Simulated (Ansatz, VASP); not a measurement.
MnO in VASP and in Ansatz

File INCAR:

```
SYSTEM = MnO
  ALGO = Normal
  EDIFF = 1E-6
  ENCUT = 520
  GGA = RP
  ISIF = 2
  ISMEAR = -1
  ISPIN = 2
  LASPH = .TRUE.
  LCHARG = .FALSE.
  LMAXMIX = 4
  LORBIT = 11
  LREAL = .FALSE.
  LWAVE = .FALSE.
  MAGMOM = 4 0
  NBANDS = 20
  NELM = 150
  PREC = Accurate
  SIGMA = 0.1
```

File KPOINTS:

```
k-points
0
G
  12 12 12
  0 0 0
```

Contents of POSCAR:

```
MnO
1.0
    0.0000000000      2.2230000000      2.2230000000
    2.2230000000      0.0000000000      2.2230000000
    2.2230000000      2.2230000000      0.0000000000
Mn O
1 1
Direct
    0.0000000000      0.0000000000      0.0000000000
    0.5000000000      0.5000000000      0.5000000000
```

Input for Ansatz:

```yaml
crystal:
  lattice:
    - [0.0, 2.223, 2.223]
    - [2.223, 0.0, 2.223]
    - [2.223, 2.223, 0.0]
  atoms:
    - { symbol: Mn, position: [0.0, 0.0, 0.0] }
    - { symbol: O, position: [0.5, 0.5, 0.5] }
kpoints:
  mp_grid:
    grid: [12, 12, 12]
hamiltonian:
  xc: rpbe
  pseudopotentials:
    kind: paw
magnetization:
  spin_polarized: true
  per_species:
    Mn: 4.0
scf:
  occupations:
    method: fermi_dirac
    width: 0.1
output:
  stress: true
```

Alike in both runs: task single point; functional RPBE; k mesh 12 × 12 × 12; occupations fermi-dirac, width 0.1 eV; collinear spin.

|  | VASP | Ansatz |
| --- | --- | --- |
| version | VASP 6.6.1 | Ansatz 0.2.0 |
| potentials or method | VASP PAW PBE potentials, release 64 (Mn_pv, O) | plane waves, PAW |
| plane-wave cutoff (eV) | 520 | 420 |
| valence electrons in the cell | 19 | 21 |

```tsv
	VASP	Ansatz	Ansatz less VASP
pressure (GPa)	5.8	5.6	-0.18
net moment per atom (μB)	2.40	2.40	+0.001
size of the moment on the site where the two differ most (μB)	4.37	4.08	-0.285
```

VASP's potentials were made for PBE, not for RPBE. Site moments also hang on the region over which each program counts them. The functional is the same, so the differences come from potentials, cutoffs and numerics. VASP's potentials hold 19 valence electrons a cell and Ansatz's 21, so a difference there can come from the potentials and not from the codes.
